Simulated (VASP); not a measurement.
Here is a VASP 6.6.1 calculation.

INCAR

```
ALGO = Normal
EDIFF = 1E-6
ENCUT = 520
GGA = CA
ISIF = 2
ISMEAR = -1
LASPH = T
LCHARG = F
LREAL = F
LWAVE = F
NBANDS = 22
NELM = 60
PREC = Accurate
SIGMA = 0.05
```

The input KPOINTS:

```
k-points
0
Gamma
  7 7 4
```

File POSCAR:

```
Cd2S
1.0
    3.9360741467      0.0000000000      0.0000000000
   -1.9680370733      3.4087402022      0.0000000000
    0.0000000000      0.0000000000      5.7702029595
Cd S
2 1
Direct
    0.3333333333      0.6666666667      0.9327170000
    0.6666666667      0.3333333333      0.5787350000
    0.3333333333      0.6666666667      0.3657050000
```

Potentials or basis: VASP PAW LDA potentials, release 64 (Cd, S).

Launch:

```console
$ cat potpaw_LDA.64/Cd/POTCAR potpaw_LDA.64/S/POTCAR > POTCAR
$ mpirun -np 1 vasp_std > vasp.out
```

Question: Estimate the band gap on the k mesh.

Answer: 0.47 eV (least direct gap 0.85 eV).

Question: Estimate the pressure.

Answer: -4.0 GPa.

Stress tensor (GPa, compression positive):
```
-3.62  0.00  0.00
 0.00 -3.62  0.00
 0.00  0.00 -4.67
```

Caveat: the cell stands under tension; semilocal functionals underestimate gaps, and a narrow one can read as zero. A k mesh can miss the band edges.
